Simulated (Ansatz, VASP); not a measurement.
## HfC: VASP beside Ansatz

```xyz
2
Lattice="0.0000 2.3094 2.3094 2.3094 0.0000 2.3094 2.3094 2.3094 0.0000" Properties=species:S:1:pos:R:3 pbc="T T T"
Hf    2.3094    2.3094    2.3094
C     0.0000    0.0000    0.0000
```

Change from the starting cell: volume scaled by 0.98.

Alike in both runs: task single point; functional PBE; k mesh 15 × 15 × 15; occupations fermi-dirac, width 0.05 eV; no spin polarisation.

|  | VASP | Ansatz |
| --- | --- | --- |
| version | VASP 6.6.1 | Ansatz 0.2.0 |
| potentials or method | VASP PAW PBE potentials, release 64 (Hf_pv, C), cutoff 520 eV | all-electron LAPW, scalar-relativistic |

```tsv
	VASP	Ansatz	Ansatz less VASP
pressure (GPa)	4.5	5.2	+0.64
```

Ansatz ran all-electron here, and VASP with PAW potentials.

Neither program's run includes spin-orbit coupling.
